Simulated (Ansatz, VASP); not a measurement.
# Two plane-wave programs on BiTe

File INCAR:

```
SYSTEM = BiTe
PREC = Accurate
ENCUT = 520
EDIFF = 1E-7
ISMEAR = 0
SIGMA = 0.15
LREAL = .FALSE.
LASPH = .TRUE.
NELM = 100
ALGO = Normal
ISIF = 2
LWAVE = .FALSE.
LCHARG = .TRUE.
GGA = PE
LELF = .TRUE.
LVHAR = .TRUE.
NBANDS = 18
```

Contents of KPOINTS:

```
Automatic mesh
0
G
  12 12 12
  0 0 0
```

The input POSCAR:

```
BiTe
1.0
    2.3015723842      1.3288134356      3.3172919545
   -2.3015723842      1.3288134356      3.3172919545
    0.0000000000     -2.6576268711      3.3172919545
Bi Te
1 1
Direct
    0.5000000000      0.5000000000      0.5000000000
    0.0000000000      0.0000000000      0.0000000000
```

Input for Ansatz:

```yaml
crystal:
  lattice:
    - [2.3015723842, 1.3288134356, 3.3172919545]
    - [-2.3015723842, 1.3288134356, 3.3172919545]
    - [0.0, -2.6576268711, 3.3172919545]
  atoms:
    - { symbol: Bi, position: [0.5, 0.5, 0.5] }
    - { symbol: Te, position: [0.0, 0.0, 0.0] }
basis:
  ecutwfc: 420
kpoints:
  mp_grid: { grid: [12, 12, 12] }
hamiltonian:
  xc: pbe
scf:
  occupations: { method: gaussian, width: 0.15 }
output:
  forces: true
  stress: true
  eigenvalues: true
```

Change from the starting cell: strain -0.050 along x and y, +0.000 along z, atoms carried along.

Alike in both runs: task single point; functional PBE; k mesh 12 × 12 × 12; occupations gaussian, width 0.15 eV; no spin polarisation.

|  | VASP | Ansatz |
| --- | --- | --- |
| version | VASP 6.6.1 | Ansatz 0.2.0 |
| potentials or method | VASP PAW PBE potentials, release 64 (Bi_d, Te), cutoff 520 eV | scalar-relativistic, plane waves, PAW |
| valence electrons in the cell | 21 | 31 |

VASP gave:

| Property | Result |
| --- | --- |
| gap on the k mesh at the Fermi level (eV) | none |
| pressure (GPa) | 6.8 |
| traceless stress, the component that is largest in VASP (GPa) | -1.33 |

Problem. What did Ansatz give for the same quantities?

Solution. gap on the k mesh at the Fermi level (eV): none; pressure (GPa): 6.9; traceless stress, the component that is largest in VASP (GPa): -1.33.

A gap of «none» marks a metal or a gap that the smearing closes. VASP's potentials hold 21 valence electrons a cell and Ansatz's 31, so a difference there can come from the potentials and not from the codes.

Spin-orbit coupling is off throughout.
